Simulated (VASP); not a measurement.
# PtC2 (R-3m) in VASP: a series of runs, part 2 of 2

VASP 6.6.1. Earlier steps stand in the parts before.

## (3) Single point, PBE+D3(BJ)

This run uses another cell than the first one, of 24.34 Å³/atom, 2.394 times its volume.

Contents of INCAR:

```
PREC = Accurate ; ENCUT = 520
EDIFF = 1E-6 ; ISMEAR = 0
SIGMA = 0.1 ; LREAL = F
LASPH = T ; NELM = 60
ALGO = Normal ; ISIF = 2
LWAVE = F ; LCHARG = F
GGA = PE ; IVDW = 12
NBANDS = 16
```

Contents of KPOINTS:

```
regular mesh
0
Gamma
  6 6 6
```

Contents of POSCAR:

```
PtC2
1.0
    1.8828700600      1.0870755400      5.9459833700
   -1.8828700600      1.0870755400      5.9459833700
    0.0000000000     -2.1741510700      5.9459833700
Pt C
1 2
Direct
    0.5000000000      0.5000000000      0.5000000000
    0.7463783500      0.7463783500      0.7463783500
    0.2536216500      0.2536216500      0.2536216500
```

Potentials or basis: VASP PAW PBE potentials, release 64 (Pt, C).

The run is started by

```sh
$ cat potpaw_PBE.64/Pt/POTCAR potpaw_PBE.64/C/POTCAR > POTCAR
$ mpirun -np 1 vasp_std > vasp.out
```

OUTCAR:

```text
PREC = Accurate
   ENCUT = 520
   EDIFF = 1E-6
   ISMEAR = 0
   LREAL = F
   LASPH = T
   NELM = 60
   ISIF = 2
   GGA = PE
   IVDW = 12
 IVDW          = 12

 ion  position               nearest neighbor table
   1  0.500  0.500  0.500-   3 2.67   2 2.67   3 2.67   3 2.67   2 2.67   2 2.67
   2  0.746  0.746  0.746-   1 2.67   1 2.67   1 2.67
   3  0.254  0.254  0.254-   1 2.67   1 2.67   1 2.67

  LATTYP: Found a trigonal (rhomboedric) cell.
 ALAT       =     6.3310071181
 COS(alpha) =     0.8231011165

  Lattice vectors:

 A1 = (   1.8828700600,   1.0870755400,   5.9459833700)
 A2 = (  -1.8828700600,   1.0870755400,   5.9459833700)
 A3 = (   0.0000000000,  -2.1741510700,   5.9459833700)

Analysis of symmetry for initial positions (statically):
=====================================================================
 Subroutine PRICEL returns:
 Original cell was already a primitive cell.

 Routine SETGRP: Setting up the symmetry group for a
 trigonal (rhombohedral) supercell.

 Subroutine GETGRP returns: Found 12 space group operations
 (whereof 12 operations were pure point group operations)
 out of a pool of 12 trial point group operations.

The static configuration has the point symmetry D_3d.

Analysis of symmetry for dynamics (positions and initial velocities):
=====================================================================
 Subroutine PRICEL returns:
 Original cell was already a primitive cell.

 Routine SETGRP: Setting up the symmetry group for a
 trigonal (rhombohedral) supercell.

 Subroutine GETGRP returns: Found 12 space group operations
 (whereof 12 operations were pure point group operations)
 out of a pool of 12 trial point group operations.

The dynamic configuration has the point symmetry D_3d.

 Subroutine INISYM returns: Found 12 space group operations
 (whereof 12 operations are pure point group operations),
 and found     1 'primitive' translations

----------------------------------------------------------------------------------------

                                     Primitive cell

  volume of cell :      73.0222

  direct lattice vectors                    reciprocal lattice vectors
     1.882870060  1.087075540  5.945983370     0.265552048  0.153316546  0.056060253
    -1.882870060  1.087075540  5.945983370    -0.265552048  0.153316546  0.056060253
     0.000000000 -2.174151070  5.945983370     0.000000000 -0.306633092  0.056060253

  length of vectors
     6.331007118  6.331007118  6.331007117     0.311715584  0.311715584  0.311715584

  position of ions in fractional coordinates (direct lattice)
     0.500000000  0.500000000  0.500000000
     0.746378350  0.746378350  0.746378350
     0.253621650  0.253621650  0.253621650

  ion indices of the primitive-cell ions
   primitive index   ion index
                 1           1
                 2           2
                 3           3

----------------------------------------------------------------------------------------

 KPOINTS: regular mesh

Automatic generation of k-mesh.
 Grid dimensions read from file:
 generate k-points for:    6    6    6

 Generating k-lattice:

  Cartesian coordinates                     Fractional coordinates (reciprocal lattice)
     0.044258675  0.025552758  0.009343376     0.166666667  0.000000000  0.000000000
    -0.044258675  0.025552758  0.009343376     0.000000000  0.166666667  0.000000000
     0.000000000 -0.051105515  0.009343376     0.000000000  0.000000000  0.166666667

  Length of vectors
     0.051952597  0.051952597  0.051952597

  Shift w.r.t. Gamma in fractional coordinates (k-lattice)
     0.000000000  0.000000000  0.000000000

 Subroutine IBZKPT returns following result:
 ===========================================

 Found     32 irreducible k-points:

 Following reciprocal coordinates:
            Coordinates               Weight
  0.000000  0.000000  0.000000      1.000000
  0.166667 -0.000000  0.000000      6.000000
  0.333333 -0.000000  0.000000      6.000000
  0.500000 -0.000000 -0.000000      3.000000
  0.166667  0.166667  0.000000      6.000000
  0.333333  0.166667  0.000000     12.000000
[... 16 lines left out ...]
  0.500000  0.500000  0.166667      6.000000
 -0.333333  0.500000  0.166667     12.000000
 [... further k-points ...]
   k-points           NKPTS =     32   k-points in BZ     NKDIM =     32   number of bands    NBANDS=     16
   number of dos      NEDOS =    301   number of ions     NIONS =      3
   total plane-waves  NPLWV = 110592
   dimension x,y,z NGX =    48 NGY =   48 NGZ =   48
   dimension x,y,z NGXF=    96 NGYF=   96 NGZF=   96
   ions per type =               1   2
   NGX,Y,Z   is equivalent  to a cutoff of  12.60, 12.60, 12.60 a.u.
   NGXF,Y,Z  is equivalent  to a cutoff of  25.21, 25.21, 25.21 a.u.
 SYSTEM =  unknown system
   PREC   = accura    normal or accurate (medium, high low for compatibility)
   ISTART =      0    job   : 0-new  1-cont  2-samecut
   ICHARG =      2    charge: 1-file 2-atom 10-const
   ISPIN  =      1    spin polarized calculation?
   LNONCOLLINEAR =      F non collinear calculations
   LSORBIT =      F    spin-orbit coupling
   LASPH  =      T    aspherical Exc in radial PAW
   ENCUT  =  520.0 eV  38.22 Ry    6.18 a.u.  11.77 11.77 11.77*2*pi/ulx,y,z
   NELM   =     60;   NELMIN=  2; NELMDL= -5     # of ELM steps
   EDIFF  = 0.1E-05   stopping-criterion for ELM
   LREAL  =      F    real-space projection
   EDIFFG = 0.1E-04   stopping-criterion for IOM
   NSW    =      0    number of steps for IOM
   IBRION =     -1    ionic relax: 0-MD 1-quasi-New 2-CG
   NFREE  =      0    steps in history (QN), initial steepest desc. (CG)
   ISIF   =      2    stress and relaxation
   ISYM   =      2    0-nonsym 1-usesym 2-fastsym
   POTIM  = 0.5000    time-step for ionic-motion
   TEBEG  =    0.0;   TEEND  =   0.0 temperature during run
   PSTRESS=    0.0 pullay stress
   NELECT =      18.0000    total number of electrons
   NUPDOWN=      -1.0000    fix difference up-down
   EMIN   =  10.00;   EMAX   =-10.00  energy-range for DOS
   EFERMI =   0.00;   METHOD = LEGACY
   ISMEAR =     0;   SIGMA  =   0.10  broadening in eV -4-tet -1-fermi 0-gaus
   EFERMI_NEDOS =   21; number of points for ismear=-14 and -15
   IALGO  =     38    algorithm
   IMIX   =      4    mixing-type and parameters
     AMIX     =   0.40;   BMIX     =  1.00
     AMIX_MAG =   1.60;   BMIX_MAG =  1.00
  volume/ion in A,a.u.               =      24.34       164.26
  Fermi-wavevector in a.u.,A,eV,Ry     =   1.026473  1.939752 14.335722  1.053646
  Thomas-Fermi vector in A             =   2.160367
   LORBIT       =      0    0 simple, 1 ext, 2 COOP (PROOUT), +10 PAW based schemes
   GGA     = PE    functional components
   LHFCALC =     F    Hartree Fock is set to
   AEXX    =    0.0000 exact exchange contribution
   IVDW    =    12    specifies the selected vdW correction
   LEPSILON=     F    determine dielectric tensor
   LRPA    =     F    only Hartree local field effects (RPA)
 non-spin polarized calculation
 Gauss-broadening in eV      SIGMA  =   0.10
  energy-cutoff  :      520.00
  volume of cell :       73.02
 maximum number of plane-waves:      1986
   NGX = 23   NGY = 23   NGZ = 23

 number of electron      18.0000000 magnetization

 Free energy of the ion-electron system (eV)
  ---------------------------------------------------
  ext. energy  EPLUGINS =         0.00000000
  ---------------------------------------------------
  free energy    TOTEN  =       -11.82950087 eV

  energy without entropy =      -11.80252369  energy(sigma->0) =      -11.81601228

 E-fermi :   0.1329     XC(G=0):  -8.3054

 val. band max:        0.1240215300   @ k =   0.5000   0.5000  -0.0000
 cond. band min:       0.1561080422   @ k =   0.3333   0.1667   0.0000
 fundamental gap:      0.0320865122
 Fermi energy:         0.1329280564

 k-point     1 :       0.0000    0.0000    0.0000
  band No.  band energies     occupation
      1      -9.5635      2.00000
      2      -8.2854      2.00000
      3      -3.1527      2.00000
      4      -2.5564      2.00000
      5      -2.5564      2.00000
      6      -1.5284      2.00000
[... 8 lines left out ...]
     15       7.1296      0.00000
     16      10.2243      0.00000
[... 420 lines left out ...]
  band No.  band energies     occupation
      1      -8.4523      2.00000
      2      -8.3982      2.00000
      3      -2.9189      2.00000
      4      -2.3931      2.00000
      5      -2.1838      2.00000
      6      -1.7714      2.00000
[... 8 lines left out ...]
     15       7.7541      0.00000
     16       9.5745      0.00000

 [... further k-points ...]

------------------------ aborting loop because EDIFF is reached ----------------------------------------

 Edisp (eV)   -0.59395

 E8    (eV) :    -0.2227

  FORCE on cell =-STRESS in cart. coord.  units (eV):
  Direction    XX          YY          ZZ          XY          YZ          ZX
  --------------------------------------------------------------------------------------
  -------------------------------------------------------------------------------------
  Total     -11.32349   -11.32349   -10.98900     0.00000    -0.00000    -0.00000
  in kB    -248.44820  -248.44820  -241.10910     0.00000    -0.00000    -0.00000
  external pressure =     -246.00 kB  Pullay stress =        0.00 kB

 VOLUME and BASIS-vectors are now :
 -----------------------------------------------------------------------------
  energy-cutoff  :      520.00
  volume of cell :       73.02
      direct lattice vectors                 reciprocal lattice vectors
     1.882870060  1.087075540  5.945983370     0.265552048  0.153316546  0.056060253
    -1.882870060  1.087075540  5.945983370    -0.265552048  0.153316546  0.056060253
     0.000000000 -2.174151070  5.945983370     0.000000000 -0.306633092  0.056060253

 POSITION                                       TOTAL-FORCE (eV/Angst)
 -----------------------------------------------------------------------------------
      0.00000      0.00000      8.91898         0.000000      0.000000     -0.000000
      0.00000      0.00000     13.31386        -0.000000      0.000000      2.849860
      0.00000      0.00000      4.52409        -0.000000     -0.000000     -2.849860
 -----------------------------------------------------------------------------------
    total drift:                                0.000000      0.000000     -0.000000

  FREE ENERGIE OF THE ION-ELECTRON SYSTEM (eV)
  ---------------------------------------------------
  free  energy   TOTEN  =       -12.4234462288 eV

  energy  without entropy=      -12.3964690445  energy(sigma->0) =      -12.40995764
```

It took 49 s on 1 thread of Intel Xeon 6975P-C (Granite Rapids), shared host; peak memory 0.33 GiB.

What came out:

* Free energy: -12.4234 eV
* Pressure: -24.6 GPa
* Largest force: 2.850 eV/Å
* Band gap on the k mesh: zero (band 9 reaches 0.99 eV, above the bottom of band 10 at -0.12 eV)
* Dispersion energy per atom: -0.198 eV

Forces in eV/Å, atoms in the order of the input:
```
Pt   0.000  0.000  0.000
C    0.000  0.000  2.850
C    0.000  0.000 -2.850
```

Stress tensor (GPa, compression positive):
```
-24.84   0.00   0.00
  0.00 -24.84   0.00
  0.00   0.00 -24.11
```

Levels at points of the mesh, in eV from the Fermi level:
```
           k point  band 5  band 6  band 7  band 8  band 9  band 10  band 11  band 12  band 13  band 14
(0.00, 0.00, 0.00)   -2.69   -1.66   -1.66   -0.81    0.86     0.86     1.00     1.99     1.99     3.49
(0.50, 0.00, 0.00)   -2.52   -1.40   -1.26   -1.23   -0.68    -0.20     0.23     1.62     1.84     4.89
(0.50, 0.50, 0.00)   -2.20   -1.53   -1.50   -1.26   -0.79    -0.01     0.16     2.10     2.15     4.37
(0.50, 0.50, 0.50)   -2.67   -1.66   -1.66   -0.54   -0.28     0.72     0.72     2.11     2.11     4.46
```

Caveat: spin-orbit coupling is left out, which moves the levels of the heavy elements; pairwise dispersion overbinds metals, which lowers pressure and volume; forces of over 1 eV/Å act on the atoms, so gaps and moduli don't describe the material at rest.
